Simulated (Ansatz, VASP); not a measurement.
## CO2 in VASP and in Ansatz

```
CELL_PARAMETERS angstrom
-1.95398 1.95398 2.96848
1.95398 -1.95398 2.96848
1.95398 1.95398 -2.96848
ATOMIC_POSITIONS crystal
C 0.00000 0.00000 0.00000
C 0.75000 0.25000 0.50000
O 0.37500 0.29247 0.41747
O 0.70753 0.12500 0.08253
O 0.87500 0.95753 0.58253
O 0.04247 0.62500 0.91747
```

Alike in both runs: functional r2SCAN; k mesh 8 × 8 × 8; occupations gaussian, width 0.1 eV; no spin polarisation.

Ansatz relaxed the structure, and its values are those at the end. VASP's run is a single point on that final structure, the one shown.

|  | VASP | Ansatz |
| --- | --- | --- |
| version | VASP 6.6.1 | Ansatz 0.2.0 |
| potentials or method | VASP PAW PBE potentials, release 64 (C, O), cutoff 520 eV | scalar-relativistic, plane waves, PAW |
| valence electrons in the cell | 32 | 32 |

```tsv
	VASP	Ansatz	Ansatz less VASP
gap on the k mesh at the Fermi level (eV)	8.48	8.60	+0.117
least direct gap on the mesh (eV)	8.88	8.97	+0.091
pressure (GPa)	2.3	0.0	-2.25
rms of the force components (eV/Å)	0.061	0.000	-0.0611
```

VASP's potentials were made for PBE, not for r2SCAN. The functional is the same, so the differences come from potentials, cutoffs and numerics.
